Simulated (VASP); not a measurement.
The system is TiClF.

```
CELL_PARAMETERS angstrom
3.05361 0.00000 0.00000
-1.52680 2.64450 0.00000
0.00000 0.00000 12.76994
ATOMIC_POSITIONS crystal
Ti 0.33333 0.66667 0.47691
Ti 0.66667 0.33333 0.97691
Cl 0.00000 0.00000 0.10305
Cl 0.00000 0.00000 0.60305
F 0.00000 0.00000 0.38155
F 0.00000 0.00000 0.88155
```

This cell differs from its parent crystal: volume scaled by 0.94.

```yaml
Program: VASP 6.6.1
Task: relaxation of shape and atoms at fixed volume
Functional: PBE
Potentials_or_basis: VASP PAW PBE potentials, release 64 (Ti_sv, Cl, F)
Cutoff: 600 eV
k_mesh: 12 × 12 × 2
Occupations: gaussian, width 0.02 eV
Spin: no spin polarisation
```

At the start: pressure 3.1 GPa; volume 17.19 Å³/atom.

Q: Where does the relaxation end?

A: Over 7 steps the energy falls by 4.9 meV/atom; space group P6_3mc (No. 186, to 0.05 Å).

Step by step:
```tsv
step	energy change (eV)	largest force (eV/Å)	pressure (GPa)	volume (Å³)
1	0.0000	0.3404	3.13	103.12
2	-0.0149	0.1447	2.17	103.12
3	-0.0184	0.0438	1.44	103.12
4	-0.0264	0.0420	0.94	103.12
5	-0.0288	0.1202	0.49	103.12
6	-0.0291	0.0806	0.36	103.12
7	-0.0296	0.0056	0.43	103.12
```

Final structure:
```
Ti Cl F
1.0
     3.08273    0.00000    0.00000
    -1.54137    2.66972    0.00000
     0.00000    0.00000   12.52979
Ti Cl F
2 2 2
Direct
  0.33333 0.66667 0.47670
  0.66667 0.33333 0.97670
  0.00000 0.00000 0.10669
  0.00000 0.00000 0.60669
  0.00000 0.00000 0.37812
  0.00000 0.00000 0.87812
```

Caveat: the cell differs from its parent crystal (volume scaled by 0.94); this functional lacks dispersion, which binds the layers, so the pressure and a relaxed spacing across them are unreliable.
